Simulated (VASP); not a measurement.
# KI (P4/nmm) in VASP: a series of runs

KI is run at these levels: PBE; tasks: single point.

Everything below comes from runs of VASP 6.6.1. Logs are shortened: lines on timing, memory, paths and dates and some standing lists are left out, and cuts for length are marked.

## Step 1: The cell of the first run

It takes space group P4/nmm (No. 129, tetragonal). Conventional cell: a = 6.141 Å, b = 6.141 Å, c = 4.368 Å, α = 90.00°, β = 90.00°, γ = 90.00°. Within 4.8 Å of K (site symmetry -4m2) lie 8 I at 3.68 to 3.86 Å and 6 K at 4.34 to 4.37 Å. Within 4.8 Å of I (site symmetry 4mm) lie 8 K at 3.68 to 3.86 Å and 6 I at 4.35 to 4.37 Å.

## Step 2: Single point, PBE

INCAR reads:

```
PREC = Accurate ; ENCUT = 520
EDIFF = 1E-7 ; ISMEAR = 0
SIGMA = 0.02 ; LREAL = False
LASPH = True ; NELM = 60
ALGO = Normal ; ISIF = 2
LWAVE = False ; LCHARG = False
GGA = PE ; NBANDS = 24
```

KPOINTS reads:

```
Automatic mesh
0
Gamma
  4 4 4
```

POSCAR reads:

```
KI
1.0
    6.1405500141      0.0000000000      0.0000000000
    0.0000000000      6.1405500141      0.0000000000
    0.0000000000      0.0000000000      4.3677716058
K I
2 2
Direct
    0.0000000000      0.0000000000      0.0000000000
    0.5000000000      0.5000000000      0.0000000000
    0.5000000000      0.0000000000      0.5368272912
    0.0000000000      0.5000000000      0.4631727088
```

Potentials or basis: VASP PAW PBE potentials, release 64 (K_sv, I).

Command:

```console
> cat potpaw_PBE.64/K_sv/POTCAR potpaw_PBE.64/I/POTCAR > POTCAR
> mpirun -np 1 vasp_std > vasp.out
```

OUTCAR:

```text
PREC = Accurate
   ENCUT = 520
   EDIFF = 1E-7
   ISMEAR = 0
   LREAL = False
   LASPH = True
   NELM = 60
   ISIF = 2
   GGA = PE

 ion  position               nearest neighbor table
   1  0.000  0.000  0.000-   3 3.68   4 3.68   4 3.68   3 3.68
   2  0.500  0.500  0.000-   3 3.68   4 3.68   3 3.68   4 3.68
   3  0.500  0.000  0.537-   1 3.68   2 3.68   2 3.68   1 3.68
   4  0.000  0.500  0.463-   1 3.68   2 3.68   1 3.68   2 3.68

  LATTYP: Found a simple tetragonal cell.
 ALAT       =     6.1405500141
 C/A-ratio  =     0.7112997363

  Lattice vectors:

 A1 = (   6.1405500141,   0.0000000000,   0.0000000000)
 A2 = (   0.0000000000,   6.1405500141,   0.0000000000)
 A3 = (   0.0000000000,   0.0000000000,   4.3677716058)

Analysis of symmetry for initial positions (statically):
=====================================================================
 Subroutine PRICEL returns:
 Original cell was already a primitive cell.

 Routine SETGRP: Setting up the symmetry group for a
 simple tetragonal supercell.

 Subroutine GETGRP returns: Found 16 space group operations
 (whereof  8 operations were pure point group operations)
 out of a pool of 16 trial point group operations.

The static configuration has the point symmetry D_2d.
 The point group associated with its full space group is D_4h.

Analysis of symmetry for dynamics (positions and initial velocities):
=====================================================================
 Subroutine PRICEL returns:
 Original cell was already a primitive cell.

 Routine SETGRP: Setting up the symmetry group for a
 simple tetragonal supercell.

 Subroutine GETGRP returns: Found 16 space group operations
 (whereof  8 operations were pure point group operations)
 out of a pool of 16 trial point group operations.

The dynamic configuration has the point symmetry D_2d.
 The point group associated with its full space group is D_4h.

 Subroutine INISYM returns: Found 16 space group operations
 (whereof  8 operations are pure point group operations),
 and found     1 'primitive' translations

----------------------------------------------------------------------------------------

                                     Primitive cell

  volume of cell :     164.6927

  direct lattice vectors                    reciprocal lattice vectors
     6.140550014  0.000000000  0.000000000     0.162851861  0.000000000  0.000000000
     0.000000000  6.140550014  0.000000000     0.000000000  0.162851861  0.000000000
     0.000000000  0.000000000  4.367771606     0.000000000  0.000000000  0.228949700

  length of vectors
     6.140550014  6.140550014  4.367771606     0.162851861  0.162851861  0.228949700

  position of ions in fractional coordinates (direct lattice)
     0.000000000  0.000000000  0.000000000
     0.500000000  0.500000000  0.000000000
     0.500000000  0.000000000  0.536827291
     0.000000000  0.500000000  0.463172709

  ion indices of the primitive-cell ions
   primitive index   ion index
                 1           1
                 2           2
                 3           3
                 4           4

----------------------------------------------------------------------------------------

 KPOINTS: Automatic mesh

Automatic generation of k-mesh.
 Grid dimensions read from file:
 generate k-points for:    4    4    4

 Generating k-lattice:

  Cartesian coordinates                     Fractional coordinates (reciprocal lattice)
     0.040712965  0.000000000  0.000000000     0.250000000  0.000000000  0.000000000
     0.000000000  0.040712965  0.000000000     0.000000000  0.250000000  0.000000000
     0.000000000  0.000000000  0.057237425     0.000000000  0.000000000  0.250000000

  Length of vectors
     0.040712965  0.040712965  0.057237425

  Shift w.r.t. Gamma in fractional coordinates (k-lattice)
     0.000000000  0.000000000  0.000000000

 Subroutine IBZKPT returns following result:
 ===========================================

 Found     18 irreducible k-points:

 Following reciprocal coordinates:
            Coordinates               Weight
  0.000000  0.000000  0.000000      1.000000
  0.250000  0.000000  0.000000      4.000000
  0.500000  0.000000  0.000000      2.000000
  0.250000  0.250000  0.000000      4.000000
  0.500000  0.250000  0.000000      4.000000
  0.500000  0.500000  0.000000      1.000000
[... 10 lines left out ...]
  0.500000  0.250000  0.500000      4.000000
  0.500000  0.500000  0.500000      1.000000
   k-points           NKPTS =     18   k-points in BZ     NKDIM =     18   number of bands    NBANDS=     24
   number of dos      NEDOS =    301   number of ions     NIONS =      4
   total plane-waves  NPLWV =  73728
   dimension x,y,z NGX =    48 NGY =   48 NGZ =   32
   dimension x,y,z NGXF=    96 NGYF=   96 NGZF=   64
   ions per type =               2   2
   NGX,Y,Z   is equivalent  to a cutoff of  13.00, 13.00, 12.18 a.u.
   NGXF,Y,Z  is equivalent  to a cutoff of  25.99, 25.99, 24.36 a.u.
 SYSTEM =  unknown system
   PREC   = accura    normal or accurate (medium, high low for compatibility)
   ISTART =      0    job   : 0-new  1-cont  2-samecut
   ICHARG =      2    charge: 1-file 2-atom 10-const
   ISPIN  =      1    spin polarized calculation?
   LNONCOLLINEAR =      F non collinear calculations
   LSORBIT =      F    spin-orbit coupling
   LASPH  =      T    aspherical Exc in radial PAW
   ENCUT  =  520.0 eV  38.22 Ry    6.18 a.u.  11.42 11.42  8.12*2*pi/ulx,y,z
   NELM   =     60;   NELMIN=  2; NELMDL= -5     # of ELM steps
   EDIFF  = 0.1E-06   stopping-criterion for ELM
   LREAL  =      F    real-space projection
   EDIFFG = 0.1E-05   stopping-criterion for IOM
   NSW    =      0    number of steps for IOM
   IBRION =     -1    ionic relax: 0-MD 1-quasi-New 2-CG
   NFREE  =      0    steps in history (QN), initial steepest desc. (CG)
   ISIF   =      2    stress and relaxation
   ISYM   =      2    0-nonsym 1-usesym 2-fastsym
   POTIM  = 0.5000    time-step for ionic-motion
   TEBEG  =    0.0;   TEEND  =   0.0 temperature during run
   PSTRESS=    0.0 pullay stress
   NELECT =      32.0000    total number of electrons
   NUPDOWN=      -1.0000    fix difference up-down
   EMIN   =  10.00;   EMAX   =-10.00  energy-range for DOS
   EFERMI =   0.00;   METHOD = LEGACY
   ISMEAR =     0;   SIGMA  =   0.02  broadening in eV -4-tet -1-fermi 0-gaus
   EFERMI_NEDOS =   21; number of points for ismear=-14 and -15
   IALGO  =     38    algorithm
   IMIX   =      4    mixing-type and parameters
     AMIX     =   0.40;   BMIX     =  1.00
     AMIX_MAG =   1.60;   BMIX_MAG =  1.00
  volume/ion in A,a.u.               =      41.17       277.85
  Fermi-wavevector in a.u.,A,eV,Ry     =   0.948200  1.791838 12.232773  0.899083
  Thomas-Fermi vector in A             =   2.076366
   LORBIT       =      0    0 simple, 1 ext, 2 COOP (PROOUT), +10 PAW based schemes
   GGA     = PE    functional components
   LHFCALC =     F    Hartree Fock is set to
   AEXX    =    0.0000 exact exchange contribution
   IVDW    =     0    specifies the selected vdW correction
   LEPSILON=     F    determine dielectric tensor
   LRPA    =     F    only Hartree local field effects (RPA)
 non-spin polarized calculation
 Gauss-broadening in eV      SIGMA  =   0.02
  energy-cutoff  :      520.00
  volume of cell :      164.69
 maximum number of plane-waves:      4480
 NGX is ok and might be reduce to    48
   NGX = 23   NGY = 23   NGZ = 17

 number of electron      32.0000006 magnetization

 Free energy of the ion-electron system (eV)
  ---------------------------------------------------
  ext. energy  EPLUGINS =         0.00000000
  ---------------------------------------------------
  free energy    TOTEN  =       -10.84623978 eV

  energy without entropy =      -10.84623978  energy(sigma->0) =      -10.84623978

 E-fermi :   0.7746     XC(G=0):  -7.5389

 val. band max:        0.5730960091   @ k =   0.5000   0.5000   0.5000
 cond. band min:       3.8566518344   @ k =   0.0000   0.0000   0.0000
 fundamental gap:      3.2835558253
 Fermi energy:         0.7745951793

 k-point     1 :       0.0000    0.0000    0.0000
  band No.  band energies     occupation
      1     -28.7901      2.00000
      2     -28.7824      2.00000
      3     -12.3156      2.00000
      4     -12.3156      2.00000
      5     -12.2460      2.00000
      6     -12.2428      2.00000
[... 16 lines left out ...]
     23       7.4380      0.00000
     24       8.9279      0.00000

 k-point     2 :       0.2500    0.0000    0.0000
  band No.  band energies     occupation
      1     -28.7890      2.00000
      2     -28.7835      2.00000
      3     -12.3192      2.00000
      4     -12.3049      2.00000
      5     -12.2692      2.00000
      6     -12.2535      2.00000
[... 16 lines left out ...]
     23       7.9289      0.00000
     24       8.4981      0.00000

 k-point     3 :       0.5000    0.0000    0.0000
  band No.  band energies     occupation
      1     -28.7862      2.00000
      2     -28.7862      2.00000
      3     -12.3087      2.00000
      4     -12.3087      2.00000
      5     -12.2792      2.00000
      6     -12.2792      2.00000
[... 16 lines left out ...]
     23       8.0888      0.00000
     24       8.0888      0.00000
[... 352 lines left out ...]
 k-point    17 :       0.5000    0.2500    0.5000
  band No.  band energies     occupation
      1     -28.7827      2.00000
      2     -28.7827      2.00000
      3     -12.3198      2.00000
      4     -12.3198      2.00000
      5     -12.3034      2.00000
      6     -12.3034      2.00000
[... 16 lines left out ...]
     23       7.4123      0.00000
     24       7.4123      0.00000

 k-point    18 :       0.5000    0.5000    0.5000
  band No.  band energies     occupation
      1     -28.7827      2.00000
      2     -28.7827      2.00000
      3     -12.3190      2.00000
      4     -12.3190      2.00000
      5     -12.3130      2.00000
      6     -12.3130      2.00000
[... 16 lines left out ...]
     23       7.4480      0.00000
     24       7.4480      0.00000

------------------------ aborting loop because EDIFF is reached ----------------------------------------

  FORCE on cell =-STRESS in cart. coord.  units (eV):
  Direction    XX          YY          ZZ          XY          YZ          ZX
  --------------------------------------------------------------------------------------
  -------------------------------------------------------------------------------------
  Total        0.0383736      0.0383736      0.0130155      0.0000000     -0.0000000      0.0000000
  in kB        0.3733091      0.3733091      0.1266182      0.0000000     -0.0000000      0.0000000
  external PRESSURE =       0.2910788 kB  Pullay stress =       0.0000000 kB

 VOLUME and BASIS-vectors are now :
 -----------------------------------------------------------------------------
  energy-cutoff  :      520.00
  volume of cell :      164.69
      direct lattice vectors                 reciprocal lattice vectors
     6.140550014  0.000000000  0.000000000     0.162851861  0.000000000  0.000000000
     0.000000000  6.140550014  0.000000000     0.000000000  0.162851861  0.000000000
     0.000000000  0.000000000  4.367771606     0.000000000  0.000000000  0.228949700

 POSITION                                       TOTAL-FORCE (eV/Angst)
 -----------------------------------------------------------------------------------
      0.00000      0.00000      0.00000        -0.000000      0.000000      0.000000
      3.07028      3.07028      0.00000         0.000000      0.000000      0.000000
      3.07028      0.00000      2.34474        -0.000000      0.000000     -0.005712
      0.00000      3.07028      2.02303         0.000000      0.000000      0.005712
 -----------------------------------------------------------------------------------
    total drift:                                0.000000     -0.000000     -0.000000

  FREE ENERGIE OF THE ION-ELECTRON SYSTEM (eV)
  ---------------------------------------------------
  free  energy   TOTEN  =       -10.8462397759 eV

  energy  without entropy=      -10.8462397759  energy(sigma->0) =      -10.84623978
```

Run time: 52 s. Hardware: 1 thread of Intel Xeon Platinum 8488C (Sapphire Rapids), shared host; peak memory 0.27 GiB.

What came out:

| Property | Result |
| --- | --- |
| Free energy | -10.8462 eV |
| Pressure | 0.0 GPa |
| Largest force | 0.006 eV/Å |
| Band gap on the k mesh | 3.28 eV, indirect (the least direct gap lies 4.6 meV higher) |

Forces on the atoms (eV/Å):
```
K    0.000  0.000  0.000
K    0.000  0.000  0.000
I    0.000  0.000 -0.006
I    0.000  0.000  0.006
```

Levels at points of the mesh, in eV from the valence-band top:
| k point | band 14 | band 15 | band 16 | band 17 | band 18 | band 19 |
| --- | --- | --- | --- | --- | --- | --- |
| (0.00, 0.00, 0.00) | -0.30 | -0.30 | 0.00 | 3.28 | 4.02 | 4.90 |
| (0.50, 0.00, 0.00) | -1.04 | -0.19 | -0.19 | 4.98 | 4.98 | 5.55 |
| (0.50, 0.50, 0.00) | -0.24 | -0.23 | -0.23 | 5.40 | 5.40 | 6.24 |
| (0.00, 0.00, 0.50) | -1.49 | -0.24 | -0.24 | 5.44 | 5.66 | 5.69 |
| (0.50, 0.00, 0.50) | -0.94 | -0.87 | -0.87 | 5.20 | 5.20 | 5.78 |
| (0.50, 0.50, 0.50) | -1.55 | 0.00 | 0.00 | 4.06 | 4.06 | 5.75 |

Caveat: spin-orbit coupling is left out, which moves the levels of the heavy elements.

(Continued in part 2 of 2.)
